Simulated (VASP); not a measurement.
## BaTiO3: single point with r2SCAN

BaTiO3:

```xyz
5
Lattice="3.8763 0.0000 0.0000 0.0000 2.7591 2.7672 0.0000 -2.7591 2.7672" Properties=species:S:1:pos:R:3 pbc="T T T"
Ba    0.0000    0.0000    0.0000
Ti    1.9381    0.0000    2.8358
O     0.0000    0.0000    2.6974
O     1.9381   -1.3426    4.1427
O     1.9381    1.3426    4.1427
```

```yaml
Program: VASP 6.6.1
Task: single point
Functional: r2SCAN
Potentials_or_basis: VASP PAW PBE potentials, release 64 (Ba_sv, Ti_sv, O)
Cutoff: 520 eV
k_mesh: 6 × 6 × 6
Occupations: fermi-dirac, width 0.1 eV
Spin: no spin polarisation
```

```
Pressure               : 19.3 GPa
Largest force          : 0.377 eV/Å
Band gap on the k mesh : 2.44 eV (least direct gap 2.57 eV)
```

Forces on the atoms (eV/Å):
```
Ba   0.000  0.000  0.181
Ti   0.000  0.000 -0.377
O    0.000  0.000  0.228
O    0.000 -0.356 -0.016
O    0.000  0.356 -0.016
```

Stress tensor (GPa, compression positive):
```
19.53  0.00  0.00
 0.00 19.65  0.00
 0.00  0.00 18.83
```

Levels at points of the mesh, in eV from the valence-band top:
```
           k point  band 18  band 19  band 20  band 21  band 22  band 23
(0.00, 0.00, 0.00)    -0.29    -0.18    -0.13     2.44     2.50     2.68
(0.50, 0.00, 0.00)    -1.82    -0.85    -0.81     2.67     4.34     4.43
(0.00, 0.50, 0.00)    -1.79    -0.84    -0.77     2.73     4.37     4.40
(0.50, 0.50, 0.00)    -0.85    -0.83    -0.10     4.39     4.41     4.85
(0.00, 0.50, 0.50)    -0.87    -0.83    -0.16     4.38     4.45     4.85
(0.50, 0.50, 0.50)    -0.05    -0.01     0.00     5.11     5.16     5.18
```

Run time: 2.4 min on 1 thread of AMD EPYC 9R45 96-Core Processor (Zen 5), with other jobs on the host, peak memory 0.2 GiB.

Caveat: the cell stands under pressure; the PAW data sets were made with another functional, which shifts forces and pressure a little; spin-orbit coupling is left out, which moves the levels of the heavy elements. A k mesh can miss the band edges.
